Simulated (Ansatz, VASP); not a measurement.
One calculation of Zn, two programs

INCAR

```
SYSTEM = Zn
  PREC = Accurate
  ENCUT = 520
  EDIFF = 1E-8
  ISMEAR = -1
  SIGMA = 0.08
  LREAL = .False.
  LASPH = .True.
  NELM = 60
  ALGO = Normal
  ISIF = 2
  LWAVE = .False.
  LCHARG = .False.
  GGA = PE
  LEFG = .True.
  NBANDS = 19
```

Contents of KPOINTS:

```
regular mesh
0
Gamma
  18 18 10
  0 0 0
```

Contents of POSCAR:

```
Zn
1.0
    2.6094193137      0.0000000000      0.0000000000
   -1.3047096568      2.2598234148      0.0000000000
    0.0000000000      0.0000000000      5.1945815853
Zn
2
Direct
    0.3333333333      0.6666666667      0.2500000000
    0.6666666667      0.3333333333      0.7500000000
```

Input for Ansatz:

```yaml
crystal:
  lattice:
    - [2.6094193137, 0.0, 0.0]
    - [-1.3047096568, 2.2598234148, 0.0]
    - [0.0, 0.0, 5.1945815853]
  atoms:
    - { symbol: Zn, position: [0.3333333333, 0.6666666667, 0.25] }
    - { symbol: Zn, position: [0.6666666667, 0.3333333333, 0.75] }
kpoints:
  mp_grid: { grid: [18, 18, 10] }
scf:
  occupations: { method: fermi_dirac, width: 0.08 }
hamiltonian:
  xc: pbe
  pseudopotentials: { kind: paw }
output:
  forces: true
  stress: true
  eigenvalues: true
  efg: { contact_densities: true }
```

Change from the starting cell: z stretched by +2 % at fixed volume, PAW files.

Alike in both runs: task electric field gradients; functional PBE; k mesh 18 × 18 × 10; occupations fermi-dirac, width 0.08 eV; no spin polarisation.

|  | VASP | Ansatz |
| --- | --- | --- |
| version | VASP 6.6.1 | Ansatz 0.2.0 |
| potentials or method | VASP PAW PBE potentials, release 64 (Zn) | PAW with Ansatz's default frozen-core files, scalar-relativistic |
| plane-wave cutoff (eV) | 520 | 420 |
| valence electrons in the cell | 24 | 24 |

|  | VASP | Ansatz | Ansatz less VASP |
| --- | --- | --- | --- |
| pressure (GPa) | 1.3 | 0.9 | -0.35 |
| traceless stress, the component that is largest in VASP (GPa) | -2.16 | -1.96 | +0.206 |
| size of Vzz on the site where it differs most (V/Å²) | 59.2 | 58.4 | -0.75 |

The functional is the same, so the differences come from potentials, cutoffs and numerics.
